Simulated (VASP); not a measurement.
Here is a VASP 6.6.1 calculation.

The input INCAR:

```
SYSTEM = BN
ALGO = Normal
EDIFF = 1E-8
ENCUT = 600
GGA_COMPAT = .False.
IBRION = 6
ISIF = 3
ISMEAR = 0
LASPH = .True.
LCHARG = .False.
LREAL = .False.
LWAVE = .False.
NELM = 120
NFREE = 2
NSW = 1
POTIM = 0.015
PREC = Accurate
SIGMA = 0.01
```

KPOINTS

```
k-points
0
Gamma
  12 12 12
  0 0 0
```

Contents of POSCAR:

```
BN
1.0
    0.0000000000      1.7899407110      1.7899407110
    1.7899407110      0.0000000000      1.7899407110
    1.7899407110      1.7899407110      0.0000000000
B N
1 1
Direct
    0.0000000000      0.0000000000      0.0000000000
    0.2500000000      0.2500000000      0.2500000000
```

Potentials or basis: VASP PAW LDA potentials, release 64 (B, N).

Launch:

```console
$ cat potpaw_LDA.64/B/POTCAR potpaw_LDA.64/N/POTCAR > POTCAR
$ mpirun -np 1 vasp_std > vasp.out
```

Task: Estimate the elastic constants C11, C12, C44.

Result: 825, 194, 477 GPa.

Task: What does it give for the Voigt bulk modulus?

Result: 404 GPa.

Task: Predict the highest phonon frequency at Γ, LO-TO splitting left out.

Result: 1071 cm⁻¹.

Clamped-ion elastic tensor (GPa):
```
825 194 194   0   0   0
194 825 194   0   0   0
194 194 825   0   0   0
  0   0   0 482   0   0
  0   0   0   0 482   0
  0   0   0   0   0 482
```
